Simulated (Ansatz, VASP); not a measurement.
## KZrN: VASP beside Ansatz

```
K Zr N
1.0
     4.29145    0.00000    0.00000
     0.00000    4.29145    0.00000
     0.00000    0.00000   10.98029
K Zr N
2 2 2
Direct
  0.00000 0.50000 0.32812
  0.50000 0.00000 0.67188
  0.00000 0.00000 0.00000
  0.50000 0.50000 0.00000
  0.00000 0.50000 0.96268
  0.50000 0.00000 0.03732
```

Change from the starting cell: species swapped into the BaHI type (P4/nmm, No. 129).

Alike in both runs: functional PBE; k mesh 10 × 10 × 4; occupations gaussian, width 0.1 eV; no spin polarisation.

Ansatz relaxed the structure, and its values are those at the end. VASP's run is a single point on that final structure, the one shown.

```csv
,VASP,Ansatz
version,VASP 6.6.1,Ansatz 0.2.0
potentials or method,"VASP PAW PBE potentials, release 64 (K_sv, Zr_sv, N), cutoff 520 eV","scalar-relativistic, plane waves, PAW"
valence electrons in the cell,52,52
```

```tsv
	VASP	Ansatz	Ansatz less VASP
gap on the k mesh at the Fermi level (eV)	none	none	-
pressure (GPa)	0.1	0.0	-0.04
rms of the force components (eV/Å)	0.004	0.001	-0.0028
```

A gap of «none» marks a metal or a gap that the smearing closes.
